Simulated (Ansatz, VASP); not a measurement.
One calculation of Cs2SnC2, two programs

```
Cs Sn C
1.0
     0.00000    0.00000    6.55513
     6.90915   -3.64525    3.27757
     6.90915    3.64525   -3.27757
Cs Sn C
4 2 4
Direct
  0.34000 0.01290 0.69290
  0.66000 0.98710 0.30710
  0.16000 0.69290 0.01290
  0.84000 0.30710 0.98710
  0.25000 0.50000 0.50000
  0.75000 0.50000 0.50000
  0.32520 0.77300 0.42340
  0.67480 0.22700 0.57660
  0.17480 0.42340 0.77300
  0.82520 0.57660 0.22700
```

Alike in both runs: task single point; functional PBE; dispersion D3(BJ); k mesh 4 × 4 × 4; occupations gaussian, width 0.01 eV; no spin polarisation.

|  | VASP | Ansatz |
| --- | --- | --- |
| version | VASP 6.6.1 | Ansatz 0.2.0 |
| potentials or method | VASP PAW PBE potentials, release 64 (Cs_sv, Sn_d, C), cutoff 520 eV | PAW plane waves |
| valence electrons in the cell | 80 | 80 |

|  | VASP | Ansatz | Ansatz less VASP |
| --- | --- | --- | --- |
| gap on the k mesh at the Fermi level (eV) | none | none | - |
| pressure (GPa) | -4.4 | -4.5 | -0.05 |
| traceless stress, the component that is largest in VASP (GPa) | 1.45 | 1.45 | 0.000 |
| rms of the force components (eV/Å) | 0.600 | 0.602 | +0.0018 |

Atom by atom the forces differ by 0.003 eV/Å (rms over components). A gap of «none» marks a metal or a gap that the smearing closes.

Spin-orbit coupling is off throughout.
